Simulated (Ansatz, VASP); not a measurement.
# Rh in VASP and in Ansatz

```xyz
4
Lattice="2.7736 0.0000 0.0000 -1.3868 2.0623 0.0000 0.0000 0.0000 9.3672" Properties=species:S:1:pos:R:3 pbc="T T T"
Rh    0.0000    0.0000    0.0000
Rh    0.0000    1.3749    2.3418
Rh    0.0000    0.0000    4.6836
Rh    1.3868    0.6874    7.0254
```

Change from the starting cell: strain +e along x and -e along y +0.0733, strain +e along z and -e/2 along x and y +0.0733.

Alike in both runs: task single point; functional PBEsol; k mesh 18 × 18 × 6; occupations gaussian, width 0.15 eV; no spin polarisation.

|  | VASP | Ansatz |
| --- | --- | --- |
| version | VASP 6.6.1 | Ansatz 0.2.0 |
| potentials or method | VASP PAW PBE potentials, release 64 (Rh_pv), cutoff 520 eV | scalar-relativistic, plane waves, PAW |
| valence electrons in the cell | 60 | 68 |

VASP gave:

| Item | Value |
| --- | --- |
| gap on the k mesh at the Fermi level (eV) | none |
| pressure (GPa) | 13.3 |
| traceless stress, the component that is largest in VASP (GPa) | 43.37 |
| rms of the force components (eV/Å) | 0.082 |

Q: Which values does Ansatz return?

A: gap on the k mesh at the Fermi level (eV): none; pressure (GPa): 13.4; traceless stress, the component that is largest in VASP (GPa): 43.42; rms of the force components (eV/Å): 0.082.

VASP's potentials were made for PBE, not for PBEsol, and Ansatz warns of the same on its side. Atom by atom the forces differ by 0.000 eV/Å (rms over components). A gap of «none» marks a metal or a gap that the smearing closes. VASP's potentials hold 60 valence electrons a cell and Ansatz's 68, so a difference there can come from the potentials and not from the codes.
